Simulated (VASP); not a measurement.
# H3C2 in VASP: a series of runs, part 3 of 3

VASP 6.6.1.

## (5) Single point, PBE+D3(BJ)

Contents of INCAR:

```
PREC = Accurate
ENCUT = 520
EDIFF = 1E-6
ISMEAR = -1
SIGMA = 0.05
LREAL = False
LASPH = True
NELM = 120
ALGO = Normal
ISIF = 2
LWAVE = False
LCHARG = False
GGA = PE
IVDW = 12
NBANDS = 54
GGA_COMPAT = False
```

Contents of KPOINTS:

```
regular mesh
0
Gamma
  1 1 1
```

Contents of POSCAR:

```
H3C2
1.0
    7.6970020000      0.0000000000      0.0000000000
    0.0000000000      7.6970020000      0.0000000000
    0.0000000000      0.0000000000      7.6970020000
C H
12 18
Direct
    0.0553462244      0.8454850343      0.8029489923
    0.0106664907      0.7601661010      0.6785499081
    0.1890476318      0.4230738150      0.9473818508
    0.0767311740      0.3151356853      0.9315445156
    0.7740676175      0.5453032233      0.0500714434
    0.7249835715      0.5408599348      0.1975444465
    0.4413016912      0.6436791883      0.5576846674
    0.4069116781      0.7638168731      0.4416914534
    0.5825774763      0.0256073728      0.8030529289
    0.4308040975      0.0554371689      0.8750030207
   -0.0886059273      0.0575418845      0.2816551171
    0.0618162760      0.1136286570      0.3399245576
    0.0098220060      0.6610625799      0.5751979797
    0.0472131877      0.9186044125      0.9263606791
    0.0017929059      0.2012341948      0.9126540437
    0.2773547415      0.5231647335      0.9604258905
    0.6609196672      0.5821487379      0.3111990876
    0.8292319529      0.5224761537     -0.0880992366
    0.4136675552      0.5141222518      0.5369882975
    0.5073014142      0.6806026554      0.6781731381
    0.3416395111      0.7518251912      0.3196309420
    0.4321552729      0.9026761329      0.4715862098
    0.6348575718      0.0979862029      0.6836038239
    0.6620759615     -0.0858386161      0.8557487708
    0.3560347262      0.1710795970      0.8260878716
    0.3709366322     -0.0154865492      0.9777573138
   -0.1664933957      0.1033259443      0.1747303690
   -0.1546056504     -0.0463167347      0.3418993525
    0.1428868019      0.2108483277      0.2763803361
    0.1281667849      0.0372482689      0.4246718398
```

Potentials or basis: VASP PAW PBE potentials, release 64 (C, H).

On the command line:

```console
$ cat potpaw_PBE.64/C/POTCAR potpaw_PBE.64/H/POTCAR > POTCAR
$ mpirun -np 1 vasp_gam > vasp.out
```

OUTCAR:

```text
PREC = Accurate
   ENCUT = 520
   EDIFF = 1E-6
   ISMEAR = -1
   LREAL = False
   LASPH = True
   NELM = 120
   ISIF = 2
   GGA = PE
   IVDW = 12
 IVDW          = 12

 ion  position               nearest neighbor table
   1  0.055  0.845  0.803-  14 1.11   2 1.21
   2  0.011  0.760  0.679-  13 1.10   1 1.21
   3  0.189  0.423  0.947-  16 1.03   4 1.21
   4  0.077  0.315  0.932-  15 1.06   3 1.21
   5  0.774  0.545  0.050-  18 1.16   6 1.20
   6  0.725  0.541  0.198-  17 1.05   5 1.20
   7  0.441  0.644  0.558-  19 1.03  20 1.09   8 1.31
   8  0.407  0.764  0.442-  21 1.07  22 1.11   7 1.31
   9  0.583  0.026  0.803-  24 1.13  23 1.15  10 1.31
  10  0.431  0.055  0.875-  26 1.07  25 1.12   9 1.31
  11  0.911  0.058  0.282-  28 1.05  27 1.08  12 1.31
  12  0.062  0.114  0.340-  30 1.02  29 1.09  11 1.31
  13  0.010  0.661  0.575-   2 1.10
  14  0.047  0.919  0.926-   1 1.11
  15  0.002  0.201  0.913-   4 1.06
  16  0.277  0.523  0.960-   3 1.03
  17  0.661  0.582  0.311-   6 1.05
  18  0.829  0.522  0.912-   5 1.16
[... 10 lines left out ...]
  29  0.143  0.211  0.276-  12 1.09
  30  0.128  0.037  0.425-  12 1.02

  LATTYP: Found a simple cubic cell.
 ALAT       =     7.6970020000

  Lattice vectors:

 A1 = (   7.6970020000,   0.0000000000,   0.0000000000)
 A2 = (   0.0000000000,   7.6970020000,   0.0000000000)
 A3 = (   0.0000000000,   0.0000000000,   7.6970020000)

Analysis of symmetry for initial positions (statically):
=====================================================================
 Subroutine PRICEL returns:
 Original cell was already a primitive cell.

 Routine SETGRP: Setting up the symmetry group for a
 simple cubic supercell.

 Subroutine GETGRP returns: Found  1 space group operations
 (whereof  1 operations were pure point group operations)
 out of a pool of 48 trial point group operations.

The static configuration has the point symmetry C_1 .

Analysis of symmetry for dynamics (positions and initial velocities):
[... 168 lines left out ...]
   GGA     = PE    functional components
   LHFCALC =     F    Hartree Fock is set to
   AEXX    =    0.0000 exact exchange contribution
   IVDW    =    12    specifies the selected vdW correction
   LEPSILON=     F    determine dielectric tensor
   LRPA    =     F    only Hartree local field effects (RPA)
 non-spin polarized calculation
  energy-cutoff  :      520.00
  volume of cell :      456.00
 maximum number of plane-waves:      6099
 NGX is ok and might be reduce to    60
   NGX = 29   NGY = 29   NGZ = 29

 number of electron      65.9999998 magnetization

 Free energy of the ion-electron system (eV)
  ---------------------------------------------------
  ext. energy  EPLUGINS =         0.00000000
  ---------------------------------------------------
  free energy    TOTEN  =      -163.69231769 eV

  energy without entropy =     -163.69231769  energy(sigma->0) =     -163.69231769

 E-fermi :  -2.8979     XC(G=0):  -5.7822

 val. band max:       -4.1357781646   @ k =   0.0000   0.0000   0.0000
 cond. band min:       1.1464699979   @ k =   0.0000   0.0000   0.0000
 fundamental gap:      5.2822481625
 Fermi energy:        -2.8978726162

 k-point     1 :       0.0000    0.0000    0.0000
  band No.  band energies     occupation
      1     -16.5940      2.00000
      2     -16.4180      2.00000
      3     -16.3040      2.00000
      4     -16.1836      2.00000
      5     -16.1312      2.00000
      6     -15.8825      2.00000
[... 37 lines left out ...]
     44       3.2255      0.00000
     45       3.3662      0.00000
 [bands above 45 left out]

------------------------ aborting loop because EDIFF is reached ----------------------------------------

 Edisp (eV)   -1.16105

 E8    (eV) :    -0.2746

  FORCE on cell =-STRESS in cart. coord.  units (eV):
  Direction    XX          YY          ZZ          XY          YZ          ZX
  --------------------------------------------------------------------------------------
  -------------------------------------------------------------------------------------
  Total       4.36294     4.52142     0.94440     0.63036    -1.83589     0.93335
  in kB      15.32941    15.88623     3.31818     2.21480    -6.45050     3.27936
  external pressure =       11.51 kB  Pullay stress =        0.00 kB

 VOLUME and BASIS-vectors are now :
 -----------------------------------------------------------------------------
  energy-cutoff  :      520.00
  volume of cell :      456.00
      direct lattice vectors                 reciprocal lattice vectors
     7.697002000  0.000000000  0.000000000     0.129920715  0.000000000  0.000000000
     0.000000000  7.697002000  0.000000000     0.000000000  0.129920715  0.000000000
     0.000000000  0.000000000  7.697002000     0.000000000  0.000000000  0.129920715

 POSITION                                       TOTAL-FORCE (eV/Angst)
 -----------------------------------------------------------------------------------
      0.42600      6.50770      6.18030        -0.857390      0.758709      1.307257
      0.08210      5.85100      5.22280         0.554469     -1.172003     -0.858323
      1.45510      3.25640      7.29200        -1.031122     -0.787604     -0.134050
      0.59060      2.42560      7.17010         0.484277     -0.164593     -0.105837
      5.95800      4.19720      0.38540         1.475961     -0.811861     -4.042527
      5.58020      4.16300      1.52050        -0.504576      0.523404      0.719155
[... 22 lines left out ...]
      1.09980      1.62290      2.12730        -0.338931      0.349338     -0.097517
      0.98650      0.28670      3.26870         1.328450     -1.476626      2.583853
 -----------------------------------------------------------------------------------
    total drift:                               -0.000782     -0.000328     -0.000683

  FREE ENERGIE OF THE ION-ELECTRON SYSTEM (eV)
  ---------------------------------------------------
  free  energy   TOTEN  =      -164.8533640272 eV

  energy  without entropy=     -164.8533640271  energy(sigma->0) =     -164.85336403
```

OSZICAR:

```text
N       E                     dE             d eps       ncg     rms          rms(c)
DAV:   1     0.409780132816E+03    0.40978E+03   -0.29845E+04   108   0.103E+03
DAV:   2    -0.119614146565E+03   -0.52939E+03   -0.50062E+03   152   0.226E+02
DAV:   3    -0.183984191613E+03   -0.64370E+02   -0.63906E+02   128   0.831E+01
DAV:   4    -0.185876849735E+03   -0.18927E+01   -0.18887E+01   136   0.172E+01
DAV:   5    -0.185925172556E+03   -0.48323E-01   -0.48309E-01   136   0.258E+00    0.234E+01
DAV:   6    -0.167166726164E+03    0.18758E+02   -0.29660E+01   114   0.175E+01    0.121E+01
DAV:   7    -0.163914425478E+03    0.32523E+01   -0.11956E+01   136   0.112E+01    0.534E+00
DAV:   8    -0.163719403838E+03    0.19502E+00   -0.10820E+00   136   0.353E+00    0.862E-01
DAV:   9    -0.163683052870E+03    0.36351E-01   -0.14747E-01   136   0.133E+00    0.434E-01
DAV:  10    -0.163690460038E+03   -0.74072E-02   -0.18456E-02   120   0.505E-01    0.225E-01
DAV:  11    -0.163692337719E+03   -0.18777E-02   -0.44438E-03   120   0.301E-01    0.680E-02
DAV:  12    -0.163692341997E+03   -0.42780E-05   -0.52470E-04   128   0.948E-02    0.375E-02
DAV:  13    -0.163692327742E+03    0.14254E-04   -0.16030E-04   120   0.637E-02    0.155E-02
DAV:  14    -0.163692322095E+03    0.56475E-05   -0.18435E-05   128   0.210E-02    0.950E-03
DAV:  15    -0.163692317744E+03    0.43508E-05   -0.13488E-05   128   0.182E-02    0.370E-03
DAV:  16    -0.163692317687E+03    0.57326E-07   -0.28495E-06   128   0.796E-03
   1 F= -.16485336E+03 E0= -.16485336E+03  d E =-.801900E-10
```

It took 54 s on 1 thread of Intel Xeon 6975P-C, shared host; peak memory 0.45 GiB.

What came out:

| Item | Value |
| --- | --- |
| Free energy | -164.8534 eV |
| Pressure | 1.2 GPa |
| Largest force | 4.379 eV/Å |
| Band gap on the k mesh | 5.28 eV |
| Dispersion energy per atom | -0.039 eV |

Forces in eV/Å, atoms in the order of the input:
```
C   -0.857  0.759  1.307
C    0.554 -1.172 -0.858
C   -1.031 -0.788 -0.134
C    0.484 -0.165 -0.106
C    1.476 -0.812 -4.043
C   -0.505  0.523  0.719
C    0.878  1.318  0.859
C   -0.085  2.234  0.060
C    2.072 -1.130 -0.762
C   -1.191  2.330 -1.153
C   -0.862  0.237 -0.568
C    0.160  1.277 -2.268
H   -0.189  0.885  0.547
H    0.373 -0.513 -0.964
H   -0.485 -0.151 -0.021
H    1.085  1.210  0.173
H   -0.238 -0.123  0.930
H   -0.922  0.571  2.420
H   -0.475 -2.308 -0.270
H   -0.148 -0.131 -0.009
H   -0.334 -0.668 -0.684
H    0.145 -0.497  0.014
H   -0.500 -0.644  1.443
H   -0.257  0.811 -0.655
H    0.233 -0.981  0.391
H   -0.042 -0.516  0.746
H    0.046  0.835 -0.447
H   -0.373 -1.263  0.844
H   -0.339  0.349 -0.098
H    1.328 -1.477  2.584
```

Stress tensor (GPa, compression positive):
```
 1.53  0.22  0.33
 0.22  1.59 -0.65
 0.33 -0.65  0.33
```

Caveat: the k points lie up to 0.82 Å⁻¹ apart.

## (6) Single point, PBE+D3(BJ)

Contents of INCAR:

```
SYSTEM = H3C2
PREC = Accurate
ENCUT = 520
EDIFF = 1E-6
ISMEAR = -1
SIGMA = 0.05
LREAL = .False.
LASPH = .True.
NELM = 120
ALGO = Normal
ISIF = 2
LWAVE = .False.
LCHARG = .True.
GGA = PE
IVDW = 12
LELF = .True.
LVHAR = .True.
NBANDS = 54
GGA_COMPAT = .False.
```

Contents of KPOINTS:

```
Automatic mesh
0
Gamma
  1 1 1
  0 0 0
```

Contents of POSCAR:

```
H3C2
1.0
    7.6970020000      0.0000000000      0.0000000000
    0.0000000000      7.6970020000      0.0000000000
    0.0000000000      0.0000000000      7.6970020000
C H
12 18
Direct
    0.0377809438      0.8642845617      0.8301413979
    0.0078731953      0.8008442768      0.6913081223
    0.2253085032      0.4414835802      0.9117316067
    0.1021566579      0.3497075874      0.8827852715
    0.7594385450      0.6088734289      0.0400935325
    0.7028710659      0.5184226274      0.1545017138
    0.3535922168      0.6754318110      0.5526957119
    0.4325060589      0.7511236193      0.4132388169
    0.5931660145     -0.0184097653      0.8050667000
    0.4607897984      0.0803689540      0.8574247480
   -0.0794465170      0.0292191687      0.3146939549
    0.0567623602      0.1217616937      0.3602831336
   -0.0004157463      0.7725215610      0.5519551638
    0.0707158449      0.9249315513      0.9592695961
   -0.0130570318      0.2763413599      0.8902687046
    0.3390540889      0.5244769327      0.9125371151
    0.6703908873      0.4508508638      0.2765882093
    0.8110430529      0.6541378059     -0.0748343316
    0.2594126908      0.5764062423      0.5333635096
    0.3905026918      0.7077820689      0.6823176089
    0.3843054737      0.7251524685      0.2836039279
    0.5332335889      0.8524228005      0.4102116642
    0.6121344388     -0.0687150659      0.6677275126
    0.6761073987     -0.0887748243      0.8942442785
    0.3836428781      0.1447836443      0.7669999306
    0.4496815773      0.0893074992      0.9995060414
   -0.1540989596      0.0690788439      0.2051318163
   -0.1233207423     -0.0949590503      0.3654150018
    0.0953747966      0.2138624883      0.2708587058
    0.1579446127      0.0711575754      0.4340131391
```

Potentials or basis: VASP PAW PBE potentials, release 64 (C, H).

On the command line:

```console
$ cat potpaw_PBE.64/C/POTCAR potpaw_PBE.64/H/POTCAR > POTCAR
$ mpirun -np 1 vasp_gam > vasp.out
```

Wall time 58 s (1 thread of Intel Xeon 6975P-C, shared host); peak memory 0.46 GiB.

The run converged. Its results:

| Quantity | Value |
| --- | --- |
| Free energy | -164.8596 eV |
| Pressure | 1.2 GPa |
| Largest force | 3.025 eV/Å |
| Band gap on the k mesh | 4.89 eV |
| Dispersion energy per atom | -0.039 eV |

Forces on the atoms (eV/Å):
```
C    0.688  1.276  2.656
C   -0.066 -0.181 -2.098
C    0.978  0.694 -0.292
C   -0.098  0.116  0.502
C   -0.496 -0.869  0.656
C   -0.265 -0.679  1.863
C    1.768  1.204 -1.866
C   -0.898 -0.193  0.692
C   -0.089 -1.321 -1.410
C    1.969 -1.227  1.307
C   -0.821 -0.834 -0.072
C   -0.238 -1.258 -0.578
H   -0.130 -0.151  1.032
H   -0.478 -0.859 -1.478
H   -0.615 -0.485 -0.263
H   -0.339 -0.330  0.184
H    0.036  0.472 -0.994
H    0.689  0.905 -1.421
H   -0.747 -0.624 -0.057
H    0.178  0.134  0.740
H   -0.051 -0.364 -0.318
H   -0.154 -0.226  0.580
H   -0.054  1.050  0.929
H    0.134  0.105  0.390
H   -1.410  0.860 -0.801
H   -0.473  0.604 -0.335
H   -0.757  0.469 -0.696
H    0.105 -0.034  0.432
H    0.502  2.283 -1.138
H    1.132 -0.537  1.855
```

Stress tensor (GPa, compression positive):
```
 1.77 -0.05  0.88
-0.05  1.13 -0.96
 0.88 -0.96  0.59
```

Levels at points of the mesh, in eV from the valence-band top:
| k point | band 30 | band 31 | band 32 | band 33 | band 34 | band 35 | band 36 | band 37 |
| --- | --- | --- | --- | --- | --- | --- | --- | --- |
| (0.00, 0.00, 0.00) | -0.46 | -0.28 | -0.05 | 0.00 | 4.89 | 5.11 | 5.32 | 5.44 |

Caveat: the k points lie up to 0.82 Å⁻¹ apart.

## (7) Single point, PBE+D3(BJ)

Contents of INCAR:

```
  PREC = Accurate
  ENCUT = 520
  EDIFF = 1E-6
  ISMEAR = -1
  SIGMA = 0.05
  LREAL = False
  LASPH = True
  NELM = 120
  ALGO = Normal
  ISIF = 2
  LWAVE = False
  LCHARG = False
  GGA = PE
  IVDW = 12
  NBANDS = 54
  GGA_COMPAT = False
```

Contents of KPOINTS:

```
regular mesh
0
Gamma
  1 1 1
```

Contents of POSCAR:

```
H3C2
1.0
    7.6970020000      0.0000000000      0.0000000000
    0.0000000000      7.6970020000      0.0000000000
    0.0000000000      0.0000000000      7.6970020000
C H
12 18
Direct
    0.0534104058      0.8919186977      0.8730282258
   -0.0008704688      0.8735219245      0.7260099452
    0.2413926877      0.4514484990      0.8768608869
    0.0977653377      0.3934518920      0.8896450852
    0.7428736539      0.5688058805      0.0148109615
    0.6767829864      0.4870077986      0.1305703182
    0.3357670948      0.6909833205      0.5133427275
    0.4408469687      0.7236453882      0.3753019682
    0.6219824290     -0.0141483658      0.8543456270
    0.4757176885      0.0858126320      0.8362736556
   -0.0715863137      0.0307002649      0.2808496087
    0.0607769103      0.1165258889      0.3644405965
   -0.0888397846      0.8651030622      0.6173052833
    0.1235026313      0.8692475330      0.9929970136
   -0.0341821400      0.3483044437      0.8924383806
    0.3771208582      0.4866440206      0.8566322316
    0.5932959352      0.4181887961      0.2074054288
    0.8056513432      0.6659865750     -0.0643237458
    0.2365596371      0.5930360938      0.5120435203
    0.3454591801      0.7788616919      0.6203714121
    0.4345458141      0.6497205016      0.2519942180
    0.5481744710      0.8154343730      0.3936987414
    0.6514094709     -0.1348057335      0.7745483241
    0.7144080254      0.0038196690      0.9663502751
    0.4040014541      0.0518123810      0.7240741265
    0.4365336010      0.1786409826      0.9364685107
   -0.0856957033      0.0174873282      0.1417175155
   -0.1318305491     -0.0792646280      0.3431855676
    0.1482135512      0.1810315237      0.2855657307
    0.1130699979      0.0789008500      0.4898140861
```

On the command line:

```console
$ cat potpaw_PBE.64/C/POTCAR potpaw_PBE.64/H/POTCAR > POTCAR
$ mpirun -np 1 vasp_gam > vasp.out
```

Wall time 56 s (1 thread of Intel Xeon 6975P-C, shared host); peak memory 0.45 GiB.

Results (log left out):

* Free energy: -164.7375 eV
* Pressure: 0.0 GPa
* Largest force: 3.342 eV/Å
* Band gap on the k mesh: 4.62 eV
* Dispersion energy per atom: -0.040 eV

Forces in eV/Å, atoms in the order of the input:
```
C    0.627 -0.707  0.028
C   -0.733  0.187  0.278
C    1.976  0.405 -0.263
C   -1.304 -0.422 -0.024
C    0.474  0.946 -0.231
C    0.555  0.533 -1.209
C    1.080  0.630 -1.874
C   -0.486 -0.772  0.794
C   -0.514  0.045  0.811
C    2.601 -1.707  0.855
C    2.064 -0.152  1.396
C   -1.983 -2.527 -0.921
H    0.463  0.066 -0.061
H   -0.149  0.382 -0.281
H    0.121 -0.005  0.133
H   -0.684  0.013  0.218
H   -0.991 -1.295  1.462
H    0.062 -0.366 -0.051
H   -0.491 -0.309  0.036
H   -0.016  0.053  0.927
H    0.013  0.420  0.543
H   -0.220  0.136 -0.392
H   -0.365  1.416  0.288
H   -0.724 -0.094 -0.772
H   -1.299  0.272 -0.686
H    0.017  0.084 -0.546
H   -0.113  0.932 -0.376
H   -0.701 -0.117  0.606
H    1.299  1.737 -1.196
H   -0.578  0.215  0.509
```

Stress tensor (GPa, compression positive):
```
 0.17  0.83 -1.20
 0.83 -0.24 -1.38
-1.20 -1.38  0.10
```

Levels at points of the mesh, in eV from the valence-band top:
| k point | band 29 | band 30 | band 31 | band 32 | band 33 | band 34 | band 35 | band 36 | band 37 | band 38 |
| --- | --- | --- | --- | --- | --- | --- | --- | --- | --- | --- |
| (0.00, 0.00, 0.00) | -0.57 | -0.37 | -0.30 | -0.03 | 0.00 | 4.62 | 4.98 | 5.04 | 5.30 | 5.60 |

Caveat: the k points lie up to 0.82 Å⁻¹ apart.
